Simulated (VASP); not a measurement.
**TePb: single point with r2SCAN**

TePb:

```xyz
2
Lattice="0.0000 3.0657 3.3883 3.0657 0.0000 3.3883 3.0657 3.0657 0.0000" Properties=species:S:1:pos:R:3 pbc="T T T"
Te    3.0657    3.0657    3.3883
Pb    0.0000    0.0000    0.0000
```

This cell differs from its parent crystal: strain -0.050 along x and y, +0.050 along z.

```yaml
Program: VASP 6.6.1
Task: single point
Functional: r2SCAN
Potentials_or_basis: VASP PAW PBE potentials, release 64 (Te, Pb_d)
Cutoff: 520 eV
k_mesh: 8 × 8 × 8
Occupations: gaussian, width 0.05 eV
Spin: no spin polarisation
```

```
Pressure               : 6.3 GPa
Band gap on the k mesh : 0.33 eV, direct
```

Stress tensor (GPa, compression positive):
```
10.84  0.00  0.00
 0.00 10.84  0.00
 0.00  0.00 -2.78
```

Levels at points of the mesh, in eV from the valence-band top:
| k point | band 6 | band 7 | band 8 | band 9 | band 10 | band 11 | band 12 | band 13 | band 14 | band 15 |
| --- | --- | --- | --- | --- | --- | --- | --- | --- | --- | --- |
| (0.00, 0.00, 0.00) | -13.37 | -5.65 | -2.36 | -2.36 | -1.42 | 2.70 | 5.00 | 5.00 | 5.41 | 6.01 |
| (0.50, 0.00, 0.00) | -11.69 | -9.59 | -1.75 | -1.30 | 0.00 | 0.33 | 1.15 | 1.19 | 8.70 | 9.17 |
| (0.50, 0.50, 0.00) | -11.91 | -7.20 | -5.33 | -3.48 | -3.48 | 3.30 | 6.13 | 6.13 | 6.28 | 10.60 |
| (0.50, 0.00, 0.50) | -11.05 | -8.12 | -5.57 | -4.25 | -3.13 | 2.97 | 4.38 | 7.05 | 7.79 | 9.57 |

It took 2.7 min on 1 thread of Intel(R) Xeon(R) Platinum 8259CL CPU @ 2.50GHz (Skylake/Cascade Lake), on a shared host, peak memory 0.25 GiB.

Caveat: the cell differs from its parent crystal (strain -0.050 along x and y, +0.050 along z); the PAW data sets were made with another functional, which shifts forces and pressure a little; spin-orbit coupling is left out, which moves the levels of the heavy elements. A k mesh can miss the band edges.
